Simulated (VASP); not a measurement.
A run of VASP 6.6.1:

File POSCAR:

```
SnO2
1.0
    9.5380920000      0.0000000000      0.0000000000
    0.0000000000      9.5380920000      0.0000000000
    0.0000000000      0.0000000000      9.6363030000
Sn O
24 48
Direct
    0.0000000000      0.0000000000      0.0000000000
    0.0000000000      0.0000000000      0.3333330000
    0.0000000000      0.0000000000      0.6666670000
    0.0000000000      0.5000000000      0.0000000000
    0.0000000000      0.5000000000      0.3333330000
    0.0000000000      0.5000000000      0.6666670000
    0.5000000000      0.0000000000      0.0000000000
    0.5000000000      0.0000000000      0.3333330000
    0.5000000000      0.0000000000      0.6666670000
    0.5000000000      0.5000000000      0.0000000000
    0.5000000000      0.5000000000      0.3333330000
    0.5000000000      0.5000000000      0.6666670000
    0.2500000000      0.2500000000      0.1666670000
    0.2500000000      0.2500000000      0.5000000000
    0.2500000000      0.2500000000      0.8333330000
    0.2500000000      0.7500000000      0.1666670000
    0.2500000000      0.7500000000      0.5000000000
    0.2500000000      0.7500000000      0.8333330000
    0.7500000000      0.2500000000      0.1666670000
    0.7500000000      0.2500000000      0.5000000000
    0.7500000000      0.2500000000      0.8333330000
    0.7500000000      0.7500000000      0.1666670000
    0.7500000000      0.7500000000      0.5000000000
    0.7500000000      0.7500000000      0.8333330000
    0.1531370000      0.1531370000      0.0000000000
    0.1531370000      0.1531370000      0.3333330000
    0.1531370000      0.1531370000      0.6666670000
    0.1531370000      0.6531370000      0.0000000000
    0.1531370000      0.6531370000      0.3333330000
    0.1531370000      0.6531370000      0.6666670000
    0.6531370000      0.1531370000      0.0000000000
    0.6531370000      0.1531370000      0.3333330000
    0.6531370000      0.1531370000      0.6666670000
    0.6531370000      0.6531370000      0.0000000000
    0.6531370000      0.6531370000      0.3333330000
    0.6531370000      0.6531370000      0.6666670000
    0.3468630000      0.3468630000      0.0000000000
    0.3468630000      0.3468630000      0.3333330000
    0.3468630000      0.3468630000      0.6666670000
    0.3468630000      0.8468630000      0.0000000000
    0.3468630000      0.8468630000      0.3333330000
    0.3468630000      0.8468630000      0.6666670000
    0.8468630000      0.3468630000      0.0000000000
    0.8468630000      0.3468630000      0.3333330000
    0.8468630000      0.3468630000      0.6666670000
    0.8468630000      0.8468630000      0.0000000000
    0.8468630000      0.8468630000      0.3333330000
    0.8468630000      0.8468630000      0.6666670000
    0.0968630000      0.4031370000      0.1666670000
    0.0968630000      0.4031370000      0.5000000000
    0.0968630000      0.4031370000      0.8333330000
    0.0968630000      0.9031370000      0.1666670000
    0.0968630000      0.9031370000      0.5000000000
    0.0968630000      0.9031370000      0.8333330000
    0.5968630000      0.4031370000      0.1666670000
    0.5968630000      0.4031370000      0.5000000000
    0.5968630000      0.4031370000      0.8333330000
    0.5968630000      0.9031370000      0.1666670000
    0.5968630000      0.9031370000      0.5000000000
    0.5968630000      0.9031370000      0.8333330000
    0.4031370000      0.0968630000      0.1666670000
    0.4031370000      0.0968630000      0.5000000000
    0.4031370000      0.0968630000      0.8333330000
    0.4031370000      0.5968630000      0.1666670000
    0.4031370000      0.5968630000      0.5000000000
    0.4031370000      0.5968630000      0.8333330000
    0.9031370000      0.0968630000      0.1666670000
    0.9031370000      0.0968630000      0.5000000000
    0.9031370000      0.0968630000      0.8333330000
    0.9031370000      0.5968630000      0.1666670000
    0.9031370000      0.5968630000      0.5000000000
    0.9031370000      0.5968630000      0.8333330000
```

File INCAR.step1:

```
SYSTEM = SnO2
  PREC = Accurate
  ENCUT = 520
  ISMEAR = -1
  SIGMA = 0.05
  LREAL = Auto
  LASPH = .True.
  NELM = 60
  NBANDS = 354
  GGA = PE
  ALGO = Normal
  EDIFF = 1E-4
  LWAVE = .True.
  LCHARG = .False.
```

INCAR.step2

```
SYSTEM = SnO2
  PREC = Accurate
  ENCUT = 520
  EDIFF = 1E-6
  ISMEAR = -1
  SIGMA = 0.05
  LREAL = Auto
  LASPH = .True.
  NELM = 60
  ALGO = Normal
  ISIF = 2
  LWAVE = .False.
  LCHARG = .False.
  METAGGA = R2SCAN
  LMIXTAU = .True.
  NBANDS = 354
  ISTART = 1
```

KPOINTS

```
regular mesh
0
Gamma
  1 1 1
  0 0 0
```

Potentials or basis: VASP PAW PBE potentials, release 64 (Sn_d, O).

The run is started by

```console
$ cat potpaw_PBE.64/Sn_d/POTCAR potpaw_PBE.64/O/POTCAR > POTCAR
$ cp INCAR.step1 INCAR
$ mpirun -np 1 vasp_gam > vasp.out
$ cp INCAR.step2 INCAR
$ mpirun -np 1 vasp_gam > vasp.out
```

Hardware: 1 thread of AMD EPYC 7R43 64-Core Processor (Zen 3), on a shared host.

Problem. Estimate the wall time of this run.

Solution. Run time: 43 min on 1 thread of AMD EPYC 7R43 64-Core Processor (Zen 3), on a shared host, peak memory 0.91 GiB. Counts: k points 1.
